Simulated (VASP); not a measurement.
# CdTe (F-43m) in VASP: single point with PBEsol

Aim: the single point of CdTe with PBEsol.

All numbers are computed with VASP 6.6.1; they aren't measurements. Logs are shortened: lines on timing, memory, paths and dates and some standing lists are left out, and cuts for length are marked.

## (1) The cell of the first run

The structure is cubic, space group F-43m (No. 216). The conventional cell has a = 6.489 Å, b = 6.489 Å, c = 6.489 Å, α = 90.00°, β = 90.00°, γ = 90.00°. Cd (site symmetry -43m) has 4 Te at 2.81 Å within 3.7 Å. Within 3.7 Å of Te (site symmetry -43m) lie 4 Cd at 2.81 Å.

## (2) Single point, PBEsol

Input file INCAR:

```
ALGO = Normal
EDIFF = 1E-6
ENCUT = 500
GGA = PS
GGA_COMPAT = False
ISIF = 2
ISMEAR = 0
LASPH = True
LCHARG = True
LELF = True
LREAL = False
LVHAR = True
LWAVE = False
NBANDS = 16
NELM = 120
PREC = Accurate
SIGMA = 0.02
```

Input file KPOINTS:

```
k-points
0
Gamma
  8 8 8
```

Input file POSCAR:

```
CdTe
1.0
    0.0000000000      3.2446443942      3.2446443942
    3.2446443942      0.0000000000      3.2446443942
    3.2446443942      3.2446443942      0.0000000000
Cd Te
1 1
Direct
    0.0000000000      0.0000000000      0.0000000000
    0.2500000000      0.2500000000      0.2500000000
```

Potentials or basis: VASP PAW PBE potentials, release 64 (Cd, Te).

On the command line:

```bash
cat potpaw_PBE.64/Cd/POTCAR potpaw_PBE.64/Te/POTCAR > POTCAR
mpirun -np 1 vasp_std > vasp.out
```

OUTCAR:

```text
EDIFF = 1E-6
   ENCUT = 500
   GGA = PS
   ISIF = 2
   ISMEAR = 0
   LASPH = True
   LREAL = False
   NELM = 120
   PREC = Accurate

 ion  position               nearest neighbor table
   1  0.000  0.000  0.000-   2 2.81   2 2.81   2 2.81   2 2.81
   2  0.250  0.250  0.250-   1 2.81   1 2.81   1 2.81   1 2.81

  LATTYP: Found a face centered cubic cell.
 ALAT       =     6.4892887884

  Lattice vectors:

 A1 = (   0.0000000000,   3.2446443942,   3.2446443942)
 A2 = (   3.2446443942,   0.0000000000,   3.2446443942)
 A3 = (   3.2446443942,   3.2446443942,   0.0000000000)

Analysis of symmetry for initial positions (statically):
=====================================================================
 Subroutine PRICEL returns:
 Original cell was already a primitive cell.

 Routine SETGRP: Setting up the symmetry group for a
 face centered cubic supercell.

 Subroutine GETGRP returns: Found 24 space group operations
 (whereof 24 operations were pure point group operations)
 out of a pool of 48 trial point group operations.

The static configuration has the point symmetry T_d .

Analysis of symmetry for dynamics (positions and initial velocities):
=====================================================================
 Subroutine PRICEL returns:
 Original cell was already a primitive cell.

 Routine SETGRP: Setting up the symmetry group for a
 face centered cubic supercell.

 Subroutine GETGRP returns: Found 24 space group operations
 (whereof 24 operations were pure point group operations)
 out of a pool of 48 trial point group operations.

The dynamic configuration has the point symmetry T_d .

 Subroutine INISYM returns: Found 24 space group operations
 (whereof 24 operations are pure point group operations),
 and found     1 'primitive' translations

----------------------------------------------------------------------------------------

                                     Primitive cell

  volume of cell :      68.3174

  direct lattice vectors                    reciprocal lattice vectors
     0.000000000  3.244644394  3.244644394    -0.154100092  0.154100092  0.154100092
     3.244644394  0.000000000  3.244644394     0.154100092 -0.154100092  0.154100092
     3.244644394  3.244644394  0.000000000     0.154100092  0.154100092 -0.154100092

  length of vectors
     4.588620107  4.588620107  4.588620107     0.266909189  0.266909189  0.266909189

  position of ions in fractional coordinates (direct lattice)
     0.000000000  0.000000000  0.000000000
     0.250000000  0.250000000  0.250000000

  ion indices of the primitive-cell ions
   primitive index   ion index
                 1           1
                 2           2

----------------------------------------------------------------------------------------

 KPOINTS: k-points

Automatic generation of k-mesh.
 Grid dimensions read from file:
 generate k-points for:    8    8    8

 Generating k-lattice:

  Cartesian coordinates                     Fractional coordinates (reciprocal lattice)
    -0.019262512  0.019262512  0.019262512     0.125000000  0.000000000  0.000000000
     0.019262512 -0.019262512  0.019262512     0.000000000  0.125000000  0.000000000
     0.019262512  0.019262512 -0.019262512     0.000000000  0.000000000  0.125000000

  Length of vectors
     0.033363649  0.033363649  0.033363649

  Shift w.r.t. Gamma in fractional coordinates (k-lattice)
     0.000000000  0.000000000  0.000000000

 Subroutine IBZKPT returns following result:
 ===========================================

 Found     29 irreducible k-points:

 Following reciprocal coordinates:
            Coordinates               Weight
  0.000000  0.000000  0.000000      1.000000
  0.125000  0.000000  0.000000      8.000000
  0.250000  0.000000  0.000000      8.000000
  0.375000  0.000000  0.000000      8.000000
  0.500000  0.000000  0.000000      4.000000
  0.125000  0.125000  0.000000      6.000000
[... 16 lines left out ...]
  0.500000  0.250000  0.125000     48.000000
 -0.375000  0.250000  0.125000     24.000000
 [... further k-points ...]
   k-points           NKPTS =     29   k-points in BZ     NKDIM =     29   number of bands    NBANDS=     16
   number of dos      NEDOS =    301   number of ions     NIONS =      2
   total plane-waves  NPLWV =  46656
   dimension x,y,z NGX =    36 NGY =   36 NGZ =   36
   dimension x,y,z NGXF=    72 NGYF=   72 NGZF=   72
   ions per type =               1   1
   NGX,Y,Z   is equivalent  to a cutoff of  13.04, 13.04, 13.04 a.u.
   NGXF,Y,Z  is equivalent  to a cutoff of  26.09, 26.09, 26.09 a.u.
 SYSTEM =  unknown system
   PREC   = accura    normal or accurate (medium, high low for compatibility)
   ISTART =      0    job   : 0-new  1-cont  2-samecut
   ICHARG =      2    charge: 1-file 2-atom 10-const
   ISPIN  =      1    spin polarized calculation?
   LNONCOLLINEAR =      F non collinear calculations
   LSORBIT =      F    spin-orbit coupling
   LASPH  =      T    aspherical Exc in radial PAW
   ENCUT  =  500.0 eV  36.75 Ry    6.06 a.u.   8.37  8.37  8.37*2*pi/ulx,y,z
   NELM   =    120;   NELMIN=  2; NELMDL= -5     # of ELM steps
   EDIFF  = 0.1E-05   stopping-criterion for ELM
   LREAL  =      F    real-space projection
   EDIFFG = 0.1E-04   stopping-criterion for IOM
   NSW    =      0    number of steps for IOM
   IBRION =     -1    ionic relax: 0-MD 1-quasi-New 2-CG
   NFREE  =      0    steps in history (QN), initial steepest desc. (CG)
   ISIF   =      2    stress and relaxation
   ISYM   =      2    0-nonsym 1-usesym 2-fastsym
   POTIM  = 0.5000    time-step for ionic-motion
   TEBEG  =    0.0;   TEEND  =   0.0 temperature during run
   PSTRESS=    0.0 pullay stress
   NELECT =      18.0000    total number of electrons
   NUPDOWN=      -1.0000    fix difference up-down
   EMIN   =  10.00;   EMAX   =-10.00  energy-range for DOS
   EFERMI =   0.00;   METHOD = LEGACY
   ISMEAR =     0;   SIGMA  =   0.02  broadening in eV -4-tet -1-fermi 0-gaus
   EFERMI_NEDOS =   21; number of points for ismear=-14 and -15
   IALGO  =     38    algorithm
   IMIX   =      4    mixing-type and parameters
     AMIX     =   0.40;   BMIX     =  1.00
     AMIX_MAG =   1.60;   BMIX_MAG =  1.00
  volume/ion in A,a.u.               =      34.16       230.51
  Fermi-wavevector in a.u.,A,eV,Ry     =   1.049515  1.983295 14.986563  1.101481
  Thomas-Fermi vector in A             =   2.184481
   LORBIT       =      0    0 simple, 1 ext, 2 COOP (PROOUT), +10 PAW based schemes
   GGA     = PS    functional components
   LHFCALC =     F    Hartree Fock is set to
   AEXX    =    0.0000 exact exchange contribution
   IVDW    =     0    specifies the selected vdW correction
   LEPSILON=     F    determine dielectric tensor
   LRPA    =     F    only Hartree local field effects (RPA)
 non-spin polarized calculation
 Gauss-broadening in eV      SIGMA  =   0.02
  energy-cutoff  :      500.00
  volume of cell :       68.32
 maximum number of plane-waves:      1759
 NGX is ok and might be reduce to    36
   NGX = 17   NGY = 17   NGZ = 17

 number of electron      17.9999997 magnetization

 Free energy of the ion-electron system (eV)
  ---------------------------------------------------
  ext. energy  EPLUGINS =         0.00000000
  ---------------------------------------------------
  free energy    TOTEN  =        -5.48944571 eV

  energy without entropy =       -5.48944571  energy(sigma->0) =       -5.48944571

 E-fermi :   2.2859     XC(G=0):  -8.7644

 val. band max:        2.1761633794   @ k =   0.0000   0.0000   0.0000
 cond. band min:       2.8271141371   @ k =   0.0000   0.0000   0.0000
 fundamental gap:      0.6509507577
 Fermi energy:         2.2858969910

 k-point     1 :       0.0000    0.0000    0.0000
  band No.  band energies     occupation
      1      -9.0143      2.00000
      2      -6.0657      2.00000
      3      -6.0657      2.00000
      4      -6.0657      2.00000
      5      -5.8035      2.00000
      6      -5.8035      2.00000
[... 8 lines left out ...]
     15      11.5144      0.00000
     16      11.5144      0.00000

 k-point     2 :       0.1250    0.0000    0.0000
  band No.  band energies     occupation
      1      -8.9553      2.00000
      2      -6.0546      2.00000
      3      -6.0546      2.00000
      4      -6.0212      2.00000
      5      -5.8044      2.00000
      6      -5.8044      2.00000
[... 8 lines left out ...]
     15      10.7706      0.00000
     16      10.7706      0.00000

 k-point     3 :       0.2500    0.0000    0.0000
  band No.  band energies     occupation
      1      -8.8121      2.00000
      2      -6.0298      2.00000
      3      -6.0298      2.00000
      4      -5.8711      2.00000
      5      -5.8039      2.00000
      6      -5.8039      2.00000
[... 8 lines left out ...]
     15      10.5632      0.00000
     16      10.5632      0.00000

 k-point     4 :       0.3750    0.0000    0.0000
  band No.  band energies     occupation
      1      -8.6696      2.00000
      2      -6.0092      2.00000
      3      -6.0092      2.00000
      4      -5.7986      2.00000
      5      -5.7986      2.00000
      6      -5.6202      2.00000
[... 8 lines left out ...]
     15      11.3662      0.00000
     16      11.3662      0.00000
[... 324 lines left out ...]
 k-point    22 :       0.3750    0.2500    0.1250
  band No.  band energies     occupation
      1      -8.7071      2.00000
      2      -6.0018      2.00000
      3      -5.9898      2.00000
      4      -5.8536      2.00000
      5      -5.7941      2.00000
      6      -5.7242      2.00000
[... 8 lines left out ...]
     15      11.9072      0.00000
     16      12.4913      0.00000

 k-point    23 :       0.5000    0.2500    0.1250
  band No.  band energies     occupation
      1      -8.5956      2.00000
      2      -5.9821      2.00000
      3      -5.9719      2.00000
      4      -5.8319      2.00000
      5      -5.7938      2.00000
      6      -5.5036      2.00000
[... 8 lines left out ...]
     15      12.0647      0.00000
     16      12.7674      0.00000

 k-point    24 :      -0.3750    0.2500    0.1250
  band No.  band energies     occupation
      1      -8.5505      2.00000
      2      -5.9771      2.00000
      3      -5.9645      2.00000
      4      -5.8196      2.00000
      5      -5.7981      2.00000
      6      -5.3670      2.00000
[... 8 lines left out ...]
     15      12.1775      0.00000
     16      12.7098      0.00000

 [... further k-points ...]

------------------------ aborting loop because EDIFF is reached ----------------------------------------

  FORCE on cell =-STRESS in cart. coord.  units (eV):
  Direction    XX          YY          ZZ          XY          YZ          ZX
  --------------------------------------------------------------------------------------
  -------------------------------------------------------------------------------------
  Total        0.0695488      0.0695488      0.0695488      0.0000000      0.0000000     -0.0000000
  in kB        1.6310569      1.6310569      1.6310569      0.0000000      0.0000000     -0.0000000
  external PRESSURE =       1.6310569 kB  Pullay stress =       0.0000000 kB

 VOLUME and BASIS-vectors are now :
 -----------------------------------------------------------------------------
  energy-cutoff  :      500.00
  volume of cell :       68.32
      direct lattice vectors                 reciprocal lattice vectors
     0.000000000  3.244644394  3.244644394    -0.154100092  0.154100092  0.154100092
     3.244644394  0.000000000  3.244644394     0.154100092 -0.154100092  0.154100092
     3.244644394  3.244644394  0.000000000     0.154100092  0.154100092 -0.154100092

 POSITION                                       TOTAL-FORCE (eV/Angst)
 -----------------------------------------------------------------------------------
      0.00000      0.00000      0.00000         0.000000      0.000000      0.000000
      1.62232      1.62232      1.62232        -0.000000     -0.000000     -0.000000
 -----------------------------------------------------------------------------------
    total drift:                                0.000000      0.000000      0.000000

  FREE ENERGIE OF THE ION-ELECTRON SYSTEM (eV)
  ---------------------------------------------------
  free  energy   TOTEN  =        -5.4894457083 eV

  energy  without entropy=       -5.4894457083  energy(sigma->0) =       -5.48944571
```

Wall time 70 s (1 thread of AMD EPYC 7R43 (Zen 3), shared host); peak memory 0.17 GiB.

Results:

```
Free energy            : -5.4894 eV
Pressure               : 0.2 GPa
Band gap on the k mesh : 0.65 eV
```

Caveat: semilocal functionals underestimate gaps, and a narrow one can read as zero; the PAW data sets were made with another functional, which shifts forces and pressure a little; spin-orbit coupling is left out, which moves the levels of the heavy elements.
